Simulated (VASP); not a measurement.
Here is a VASP 6.6.1 calculation.

INCAR

```
PREC     = Accurate       # precision mode
ENCUT    = 520            # plane-wave cutoff, eV
EDIFF    = 1E-7           # SCF threshold, eV
ISMEAR   = -1             # smearing method
SIGMA    = 0.03           # smearing width, eV
LREAL    = False          # projectors in reciprocal space
LASPH    = True           # aspherical terms in the spheres
NELM     = 60             # most SCF steps
ALGO     = Normal         # electronic algorithm
ISIF     = 2              # what is computed and relaxed
LWAVE    = False          # write WAVECAR
LCHARG   = False          # write CHGCAR
GGA      = PS             # functional
NBANDS   = 21             # bands
```

Contents of KPOINTS:

```
regular mesh
0
Gamma
  14 14 8
```

File POSCAR:

```
Ru
1.0
    2.7057993342      0.0000000000      0.0000000000
   -1.3528996671      2.3432909610      0.0000000000
    0.0000000000      0.0000000000      4.1962620000
Ru
2
Direct
    0.3333333333      0.6666666667      0.2500000000
    0.6666666667      0.3333333333      0.7500000000
```

Potentials or basis: VASP PAW PBE potentials, release 64 (Ru_pv).

Launch:

```console
$ cat potpaw_PBE.64/Ru_pv/POTCAR > POTCAR
$ mpirun -np 1 vasp_std > vasp.out
```

Question: Predict the band gap on the k mesh.

Answer: Zero (bands 14 and 15 overlap by 3.31 eV).

Question: What does it give for the pressure?

Answer: 0.8 GPa.

Stress tensor (GPa, compression positive):
```
-2.01  0.00  0.00
 0.00 -2.01  0.00
 0.00  0.00  6.52
```

Caveat: the cell differs from its parent crystal (zz strain of -2 %); the PAW data sets were made with another functional, which shifts forces and pressure a little.
